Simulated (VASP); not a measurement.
Here is a VASP 6.6.1 calculation.

INCAR

```
SYSTEM = Al2Cu
ALGO = Fast
EDIFF = 1E-6
ENCUT = 520
GGA = PE
ISIF = 2
ISMEAR = 0
LASPH = .TRUE.
LCHARG = .FALSE.
LREAL = .FALSE.
LWAVE = .FALSE.
NBANDS = 16
NELM = 100
PREC = Accurate
SIGMA = 0.15
```

The input KPOINTS:

```
k-points
0
G
  16 16 16
  0 0 0
```

File POSCAR:

```
Al2Cu
1.0
   -2.0446280232      2.0446280232      2.9635121062
    2.0446280232     -2.0446280232      2.9635121062
    2.0446280232      2.0446280232     -2.9635121062
Al Cu
2 1
Direct
    0.7500000000      0.2500000000      0.5000000000
    0.2500000000      0.7500000000      0.5000000000
    0.5000000000      0.5000000000      0.0000000000
```

Potentials or basis: VASP PAW PBE potentials, release 64 (Al, Cu).

Launch:

```console
$ cat potpaw_PBE.64/Al/POTCAR potpaw_PBE.64/Cu/POTCAR > POTCAR
$ mpirun -np 1 vasp_std > vasp.out
```

Question: Estimate the pressure.

Answer: -1.9 GPa.

Stress tensor (GPa, compression positive):
```
-1.24  0.00  0.00
 0.00 -1.24  0.00
 0.00  0.00 -3.30
```

Caveat: the cell differs from its parent crystal (strain +0.0250 x Voigt [0, 0, 1, 0, 0, 0]).
